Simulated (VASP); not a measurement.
A run of VASP 6.6.1 is set up as follows.

Contents of INCAR:

```
SYSTEM = HfO2
ALGO     = Normal         ! electronic algorithm
DIPOL    = 0.5 0.5 0.502
EDIFF    = 1E-7           ! SCF threshold, eV
ENCUT    = 520            ! plane-wave cutoff, eV
GGA      = PE             ! functional
IDIPOL   = 3            
ISIF     = 2              ! what is computed and relaxed
ISMEAR   = 0              ! smearing method
LASPH    = .TRUE.         ! aspherical terms in the spheres
LCHARG   = .FALSE.        ! write CHGCAR
LDIPOL   = .TRUE.       
LREAL    = .FALSE.        ! projectors in reciprocal space
LWAVE    = .FALSE.        ! write WAVECAR
NBANDS   = 18             ! bands
NELM     = 80             ! most SCF steps
PREC     = Accurate       ! precision mode
SIGMA    = 0.1            ! smearing width, eV
```

KPOINTS

```
k-points
0
G
  6 6 1
  0 0 0
```

POSCAR

```
HfO2
1.0
    3.1702690000      0.0000000000      0.0000000000
   -1.5851350000      2.7455340000      0.0000000000
    0.0000000000      0.0000000000     17.0000000000
Hf O
1 2
Direct
    0.0000000000      0.0000000000      0.4239871300
    0.0000000000      0.0000000000      0.5045140000
    0.0000000000      0.0000000000      0.5760128700
```

Potentials or basis: VASP PAW PBE potentials, release 64 (Hf_pv, O).

Launch:

```console
$ cat potpaw_PBE.64/Hf_pv/POTCAR potpaw_PBE.64/O/POTCAR > POTCAR
$ mpirun -np 1 vasp_std > vasp.out
```

**Question.** What does it give for the largest force?

**Answer.** 60.127 eV/Å.

**Question.** What does it give for the band gap on the k mesh?

**Answer.** Zero (band 11 reaches -3.05 eV, above the bottom of band 12 at -3.10 eV).

Forces in eV/Å, atoms in the order of the input:
```
Hf    0.000   0.000 -60.127
O     0.000   0.000  51.435
O     0.000   0.000   8.692
```

Caveat: the k points lie up to 0.38 Å⁻¹ apart; the standard files for N, O and F lose accuracy on very short bonds; spin-orbit coupling is left out, which moves the levels of the heavy elements.
